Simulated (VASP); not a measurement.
Write the native input for VASP 6.6.1 that does the following.

```
Task                   : single point
Functional             : PBE
Potentials or basis    : VASP PAW PBE potentials, release 64 (Ru_pv, Br, Cl)
Cutoff                 : 520 eV
k mesh                 : 8 × 8 × 8
Occupations            : gaussian, width 0.1 eV
Spin                   : collinear spin, ferrimagnetic start
Starting moments       : [1.09, -0.28, 0.0, 0.0, 0.0] μB
Dipole correction      : no
Further INCAR settings : ALGO = Normal; EDIFF = 1e-06; NBANDS = 33
```

The structure of RuBrCl3 lies in POSCAR:

```
RuBrCl3
1.0
    4.7856886236      0.0000000000      0.0000000000
    0.0000000000      4.7856886236      0.0000000000
    0.0000000000      0.0000000000      4.7856886236
Ru Br Cl
1 1 3
Direct
    0.5000000000      0.5000000000      0.5000000000
    0.0000000000      0.0000000000      0.0000000000
    0.0000000000      0.5000000000      0.5000000000
    0.5000000000      0.0000000000      0.5000000000
    0.5000000000      0.5000000000      0.0000000000
```

The cell was built from a structure type or drawn by symmetry, and may not be a known phase.

One way to write it, as run:

INCAR

```
SYSTEM = RuBrCl3
PREC = Accurate
ENCUT = 520
EDIFF = 1E-6
ISMEAR = 0
SIGMA = 0.1
LREAL = .FALSE.
LASPH = .TRUE.
NELM = 150
ALGO = Normal
ISIF = 2
LWAVE = .FALSE.
LCHARG = .TRUE.
ISPIN = 2
MAGMOM = 1.09 -0.28 0 0 0
LORBIT = 11
LMAXMIX = 4
GGA = PE
LELF = .TRUE.
LVHAR = .TRUE.
NBANDS = 33
```

KPOINTS

```
regular mesh
0
G
  8 8 8
  0 0 0
```

Potentials or basis: VASP PAW PBE potentials, release 64 (Ru_pv, Br, Cl).

Launch:

```console
$ cat potpaw_PBE.64/Ru_pv/POTCAR potpaw_PBE.64/Br/POTCAR potpaw_PBE.64/Cl/POTCAR > POTCAR
$ mpirun -np 1 vasp_std > vasp.out
```

Results of the run:

| Quantity | Value |
| --- | --- |
| Pressure | 0.0 GPa |
| Net moment | 1.31 μB per cell |
| Site moments | Ru +1.11; Br -0.11; Cl +0.07 μB |
| Valence electrons inside the program's atomic spheres | Ru 12.32; Br 4.74; Cl 5.05 |

Wall time 2.5 min on 1 thread of Intel(R) Xeon(R) 6975P-C (Granite Rapids) (shared host), peak memory 0.36 GiB.
